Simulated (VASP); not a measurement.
# Mg in VASP: further runs

Aim: see how the results for Mg move with the level of theory and the settings. Levels: r2SCAN, PBE0, RPBE, PBE. Tasks: single point.

Program: VASP 6.6.1. These are calculated values, not measurements. Logs are shortened: lines on timing, memory, paths and dates and some standing lists are left out, and cuts for length are marked.

## (1) The cell of the first run

The typed cell holds 1 atom: a = 3.105 Å, b = 3.020 Å, c = 3.104 Å, α = 106.41°, β = 106.62°, γ = 114.12°.

## (2) Single point, r2SCAN, collinear spin, ferromagnetic start

File POSCAR:

```
Mg
1.0
   -1.8150170000      1.8547860000      1.7041310000
    1.7989640000     -1.7998820000      1.6265570000
    1.8691360000      1.8540010000     -1.6441070000
Mg
1
Direct
    0.0000000000      0.0000000000      0.0000000000
```

File INCAR.step1:

```
PREC = Accurate ; ENCUT = 520
ISMEAR = 1 ; SIGMA = 0.01
LREAL = F ; LASPH = T
NELM = 150 ; ISPIN = 2
MAGMOM = 0.5 ; NBANDS = 11
GGA = PE ; ALGO = Normal
EDIFF = 1E-4 ; LWAVE = T
LCHARG = F
```

File INCAR.step2:

```
PREC = Accurate ; ENCUT = 520
EDIFF = 1E-6 ; ISMEAR = 1
SIGMA = 0.01 ; LREAL = F
LASPH = T ; NELM = 150
ALGO = Normal ; ISIF = 2
LWAVE = F ; LCHARG = F
ISPIN = 2 ; MAGMOM = 0.5
LORBIT = 11 ; METAGGA = R2SCAN
LMIXTAU = T ; NBANDS = 11
ISTART = 1
```

File KPOINTS:

```
Automatic mesh
0
Gamma
  11 11 11
```

Potentials or basis: VASP PAW PBE potentials, release 64 (Mg).

Started as:

```sh
cat potpaw_PBE.64/Mg/POTCAR > POTCAR
cp INCAR.step1 INCAR
mpirun -np 1 vasp_std > vasp.out
cp INCAR.step2 INCAR
mpirun -np 1 vasp_std > vasp.out
```

OUTCAR:

```text
PREC = Accurate
   ENCUT = 520
   EDIFF = 1E-6
   ISMEAR = 1
   LREAL = F
   LASPH = T
   NELM = 150
   ISIF = 2
   ISPIN = 2
   LORBIT = 11
   METAGGA = R2SCAN
   ISTART = 1

 ion  position               nearest neighbor table
   1  0.000  0.000  0.000-

  LATTYP: Found a triclinic cell.
 ALAT       =     3.1038809452
 B/A-ratio  =     1.1819207170
 C/A-ratio  =     1.0732303315
 COS(alpha) =     0.0093585039
 COS(beta)  =     0.5226729480
 COS(gamma) =     0.6134665227

  Lattice vectors:

 A1 = (   1.8691360000,   1.8540010000,  -1.6441070000)
 A2 = (   3.6681000000,   0.0541190000,  -0.0175500000)
 A3 = (   0.0160530000,  -0.0549040000,  -3.3306880000)

Analysis of symmetry for initial positions (statically):
=====================================================================
 Subroutine PRICEL returns:
 Original cell was already a primitive cell.

 Routine SETGRP: Setting up the symmetry group for a
 triclinic supercell.

 Subroutine GETGRP returns: Found  2 space group operations
 (whereof  2 operations were pure point group operations)
 out of a pool of  2 trial point group operations.

The static configuration has the point symmetry S_2 .

Analysis of symmetry for dynamics (positions and initial velocities):
=====================================================================
 Subroutine PRICEL returns:
 Original cell was already a primitive cell.

 Routine SETGRP: Setting up the symmetry group for a
 triclinic supercell.

 Subroutine GETGRP returns: Found  2 space group operations
 (whereof  2 operations were pure point group operations)
 out of a pool of  2 trial point group operations.

The dynamic configuration has the point symmetry S_2 .

Analysis of structural, dynamic, and magnetic symmetry:
=====================================================================
 Subroutine PRICEL returns:
 Original cell was already a primitive cell.

 Routine SETGRP: Setting up the symmetry group for a
 triclinic supercell.

 Subroutine GETGRP returns: Found  2 space group operations
 (whereof  2 operations were pure point group operations)
 out of a pool of  2 trial point group operations.

The overall configuration has the point symmetry S_2 .

 Subroutine INISYM returns: Found  2 space group operations
 (whereof  2 operations are pure point group operations),
 and found     1 'primitive' translations

----------------------------------------------------------------------------------------

                                     Primitive cell

  volume of cell :      22.6442

  direct lattice vectors                    reciprocal lattice vectors
    -1.815017000  1.854786000  1.704131000    -0.002492460  0.264878030  0.295859932
     1.798964000 -1.799882000  1.626557000     0.274195288 -0.008883981  0.301706261
     1.869136000  1.854001000 -1.644107000     0.268684938  0.265759200 -0.003085862

  length of vectors
     3.104606301  3.020187802  3.103880945     0.397114193  0.407785053  0.377927335

  position of ions in fractional coordinates (direct lattice)
     0.000000000  0.000000000  0.000000000

  ion indices of the primitive-cell ions
   primitive index   ion index
                 1           1

----------------------------------------------------------------------------------------

 KPOINTS: Automatic mesh

Automatic generation of k-mesh.
 Grid dimensions read from file:
 generate k-points for:   11   11   11

 Generating k-lattice:

  Cartesian coordinates                     Fractional coordinates (reciprocal lattice)
    -0.000226587  0.024079821  0.026896357     0.090909091  0.000000000  0.000000000
     0.024926844 -0.000807635  0.027427842    -0.000000000  0.090909091  0.000000000
     0.024425903  0.024159927 -0.000280533    -0.000000000  0.000000000  0.090909091

  Length of vectors
     0.036101290  0.037071368  0.034357030

  Shift w.r.t. Gamma in fractional coordinates (k-lattice)
     0.000000000  0.000000000  0.000000000

 Subroutine IBZKPT returns following result:
 ===========================================

 Found    666 irreducible k-points:

 Following reciprocal coordinates:
            Coordinates               Weight
  0.000000  0.000000  0.000000      1.000000
  0.090909  0.000000 -0.000000      2.000000
  0.181818  0.000000  0.000000      2.000000
  0.272727  0.000000  0.000000      2.000000
  0.363636  0.000000  0.000000      2.000000
  0.454545  0.000000 -0.000000      2.000000
[... 16 lines left out ...]
  0.454545  0.181818  0.000000      2.000000
 -0.454545  0.181818  0.000000      2.000000
 [... further k-points ...]
   k-points           NKPTS =    666   k-points in BZ     NKDIM =    666   number of bands    NBANDS=     11
   number of dos      NEDOS =    301   number of ions     NIONS =      1
   total plane-waves  NPLWV =  13824
   dimension x,y,z NGX =    24 NGY =   24 NGZ =   24
   dimension x,y,z NGXF=    48 NGYF=   48 NGZF=   48
   ions per type =               1
   NGX,Y,Z   is equivalent  to a cutoff of  12.85, 13.21, 12.85 a.u.
   NGXF,Y,Z  is equivalent  to a cutoff of  25.70, 26.42, 25.71 a.u.
 SYSTEM =  unknown system
   PREC   = accura    normal or accurate (medium, high low for compatibility)
   ISTART =      1    job   : 0-new  1-cont  2-samecut
   ICHARG =      0    charge: 1-file 2-atom 10-const
   ISPIN  =      2    spin polarized calculation?
   LNONCOLLINEAR =      F non collinear calculations
   LSORBIT =      F    spin-orbit coupling
   LASPH  =      T    aspherical Exc in radial PAW
   ENCUT  =  520.0 eV  38.22 Ry    6.18 a.u.   5.77  5.62  5.77*2*pi/ulx,y,z
   NELM   =    150;   NELMIN=  2; NELMDL=  0     # of ELM steps
   EDIFF  = 0.1E-05   stopping-criterion for ELM
   LREAL  =      F    real-space projection
   EDIFFG = 0.1E-04   stopping-criterion for IOM
   NSW    =      0    number of steps for IOM
   IBRION =     -1    ionic relax: 0-MD 1-quasi-New 2-CG
   NFREE  =      0    steps in history (QN), initial steepest desc. (CG)
   ISIF   =      2    stress and relaxation
   ISYM   =      2    0-nonsym 1-usesym 2-fastsym
   POTIM  = 0.5000    time-step for ionic-motion
   TEBEG  =    0.0;   TEEND  =   0.0 temperature during run
   PSTRESS=    0.0 pullay stress
   NELECT =       2.0000    total number of electrons
   NUPDOWN=      -1.0000    fix difference up-down
   EMIN   =  10.00;   EMAX   =-10.00  energy-range for DOS
   EFERMI =   0.00;   METHOD = LEGACY
   ISMEAR =     1;   SIGMA  =   0.01  broadening in eV -4-tet -1-fermi 0-gaus
   EFERMI_NEDOS =   21; number of points for ismear=-14 and -15
   IALGO  =     38    algorithm
   IMIX   =      4    mixing-type and parameters
     AMIX     =   0.40;   BMIX     =  1.00
     AMIX_MAG =   1.60;   BMIX_MAG =  1.00
  volume/ion in A,a.u.               =      22.64       152.81
  Fermi-wavevector in a.u.,A,eV,Ry     =   0.729065  1.377732  7.231974  0.531535
  Thomas-Fermi vector in A             =   1.820694
   LORBIT       =     11    0 simple, 1 ext, 2 COOP (PROOUT), +10 PAW based schemes
   METAGGA = R2SCAN    functional components
   LHFCALC =     F    Hartree Fock is set to
   AEXX    =    0.0000 exact exchange contribution
   IVDW    =     0    specifies the selected vdW correction
   LEPSILON=     F    determine dielectric tensor
   LRPA    =     F    only Hartree local field effects (RPA)
 spin polarized calculation
 Methfessel and Paxton  Order N= 1 SIGMA  =   0.01
  energy-cutoff  :      520.00
  volume of cell :       22.64
 maximum number of plane-waves:       622
   NGX = 11   NGY = 11   NGZ = 11

 number of electron       2.0000000 magnetization      -0.0000233

 number of electron       2.0000000 magnetization       0.0000091

 Free energy of the ion-electron system (eV)
  ---------------------------------------------------
  ext. energy  EPLUGINS =         0.00000000
  ---------------------------------------------------
  free energy    TOTEN  =        -4.11463622 eV

  energy without entropy =       -4.11462943  energy(sigma->0) =       -4.11463396

 E-fermi :   2.7944     XC(G=0):  -9.0850

 val. band max:        2.7917583697   @ k =  -0.3636  -0.3636   0.4545
 cond. band min:       2.7969973595   @ k =   0.4545   0.1818   0.4545
 fundamental gap:      0.0052389898
 Fermi energy:         2.7943803514

 spin component 1

 k-point     1 :       0.0000    0.0000    0.0000
  band No.  band energies     occupation
      1      -4.7294      1.00000
      2      15.2236      0.00000
      3      17.1738      0.00000
      4      17.3587      0.00000
      5      17.7944      0.00000
      6      18.0127      0.00000
      7      18.7428      0.00000
      8      19.6499      0.00000
      9      20.4398      0.00000
     10      20.7087      0.00000
     11      21.0221      0.00000
[... 309 lines left out ...]
 k-point    24 :      -0.4545    0.1818    0.0000
  band No.  band energies     occupation
      1      -0.9740      1.00000
      2       5.8862      0.00000
      3       7.9457      0.00000
      4      12.5100      0.00000
      5      15.2511      0.00000
      6      20.8772      0.00000
      7      21.3309      0.00000
      8      23.5133      0.00000
      9      26.4197      0.00000
     10      26.6031      0.00000
     11      27.7014      0.00000

 [... further k-points ...]

 spin component 2

 k-point     1 :       0.0000    0.0000    0.0000
  band No.  band energies     occupation
      1      -4.7294      1.00000
      2      15.2235      0.00000
      3      17.1739      0.00000
      4      17.3587      0.00000
      5      17.7944      0.00000
      6      18.0128      0.00000
      7      18.7428      0.00000
      8      19.6500      0.00000
      9      20.4399      0.00000
     10      20.7087      0.00000
     11      21.0221      0.00000
[... 309 lines left out ...]
 k-point    24 :      -0.4545    0.1818    0.0000
  band No.  band energies     occupation
      1      -0.9740      1.00000
      2       5.8862      0.00000
      3       7.9457      0.00000
      4      12.5100      0.00000
      5      15.2512      0.00000
      6      20.8772      0.00000
      7      21.3310      0.00000
      8      23.5134      0.00000
      9      26.4197      0.00000
     10      26.6031      0.00000
     11      27.7014      0.00000

 [... further k-points ...]

------------------------ aborting loop because EDIFF is reached ----------------------------------------

  FORCE on cell =-STRESS in cart. coord.  units (eV):
  Direction    XX          YY          ZZ          XY          YZ          ZX
  --------------------------------------------------------------------------------------
  -------------------------------------------------------------------------------------
  Total       -0.0910594     -0.0774411      0.0714922     -0.0849362     -0.1550235      0.0590446
  in kB       -6.4428641     -5.4793039      5.0583955     -6.0096195    -10.9686070      4.1776708
  external PRESSURE =      -2.2879242 kB  Pullay stress =       0.0000000 kB

 VOLUME and BASIS-vectors are now :
 -----------------------------------------------------------------------------
  energy-cutoff  :      520.00
  volume of cell :       22.64
      direct lattice vectors                 reciprocal lattice vectors
    -1.815017000  1.854786000  1.704131000    -0.002492460  0.264878030  0.295859932
     1.798964000 -1.799882000  1.626557000     0.274195288 -0.008883981  0.301706261
     1.869136000  1.854001000 -1.644107000     0.268684938  0.265759200 -0.003085862

 POSITION                                       TOTAL-FORCE (eV/Angst)
 -----------------------------------------------------------------------------------
      0.00000      0.00000      0.00000         0.000000      0.000000     -0.000000
 -----------------------------------------------------------------------------------
    total drift:                                0.000000      0.000000      0.000000

  FREE ENERGIE OF THE ION-ELECTRON SYSTEM (eV)
  ---------------------------------------------------
  free  energy   TOTEN  =        -4.1146362199 eV

  energy  without entropy=       -4.1146294285  energy(sigma->0) =       -4.11463396

 total charge

# of ion       s       p       d       tot
------------------------------------------
    1        0.197   0.129   0.012   0.338

 magnetization (x)

# of ion       s       p       d       tot
------------------------------------------
    1        0.000   0.000   0.000   0.000
```

Wall time 5.9 min (1 thread of Intel Xeon Platinum 8488C (Sapphire Rapids), shared host); peak memory 0.34 GiB.

What came out:

```
Free energy                                           : -4.1146 eV
Pressure                                              : -0.2 GPa
Band gap on the k mesh                                : zero (filled and empty bands overlap)
Net moment                                            : 0.00 μB per cell
Valence electrons inside the program's atomic spheres : Mg 0.34
```

Caveat: the PAW data sets were made with another functional, which shifts forces and pressure a little.

(Continued in part 2 of 3.)
